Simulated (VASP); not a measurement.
A run of VASP 6.6.1 is set up as follows.

INCAR

```
ALGO = Normal
EDIFF = 1E-6
ENCUT = 520
GGA = RP
ISIF = 2
ISMEAR = -1
IVDW = 12
LASPH = True
LCHARG = False
LREAL = False
LWAVE = False
NBANDS = 30
NELM = 100
PREC = Accurate
SIGMA = 0.05
```

Contents of KPOINTS:

```
k-points
0
Gamma
  5 5 5
```

The input POSCAR:

```
CsPbCl3
1.0
    5.3966167916      0.0000000000      0.0000000000
    0.0000000000      5.3966167916      0.0000000000
    0.0000000000      0.0000000000      5.3966167916
Pb Cs Cl
1 1 3
Direct
    0.5000000000      0.5000000000      0.5000000000
    0.0000000000      0.0000000000      0.0000000000
    0.5000000000      0.0000000000      0.5000000000
    0.0000000000      0.5000000000      0.5000000000
    0.5000000000      0.5000000000      0.0000000000
```

Potentials or basis: VASP PAW PBE potentials, release 64 (Pb_d, Cs_sv, Cl).

Run with:

```console
$ cat potpaw_PBE.64/Pb_d/POTCAR potpaw_PBE.64/Cs_sv/POTCAR potpaw_PBE.64/Cl/POTCAR > POTCAR
$ mpirun -np 1 vasp_std > vasp.out
```

Q: Predict the dispersion energy per atom.

A: -1.012 eV.

Q: What does it give for the band gap on the k mesh?

A: 2.75 eV, direct.

Q: What does it give for the pressure?

A: -0.1 GPa.

Caveat: the PAW data sets were made with another functional, which shifts forces and pressure a little; spin-orbit coupling is left out, which moves the levels of the heavy elements. A k mesh can miss the band edges.
